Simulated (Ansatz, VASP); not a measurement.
## One calculation of Be3Se, two programs

```
Be Se
1.0
     3.63315    0.00000    0.00000
     0.00000    3.63315    0.00000
     0.00000    0.00000    3.63315
Be Se
3 1
Direct
  0.00000 0.50000 0.50000
  0.50000 0.00000 0.50000
  0.50000 0.50000 0.00000
  0.00000 0.00000 0.00000
```

Alike in both runs: functional PBE; k mesh 12 × 12 × 12; occupations gaussian, width 0.1 eV; no spin polarisation.

Ansatz relaxed the structure, and its values are those at the end. VASP's run is a single point on that final structure, the one shown.

```csv
,VASP,Ansatz
version,VASP 6.6.1,Ansatz 0.2.0
potentials or method,"VASP PAW PBE potentials, release 64 (Be, Se), cutoff 520 eV","scalar-relativistic, plane waves, PAW"
valence electrons in the cell,12,22
```

Ansatz gave:

- gap on the k mesh at the Fermi level (eV): none
- pressure (GPa): 0.0

**Question.** Estimate VASP's values.

**Answer.** gap on the k mesh at the Fermi level (eV): none; pressure (GPa): 0.1.

A gap of «none» marks a metal or a gap that the smearing closes. VASP's potentials hold 12 valence electrons a cell and Ansatz's 22, so a difference there can come from the potentials and not from the codes.
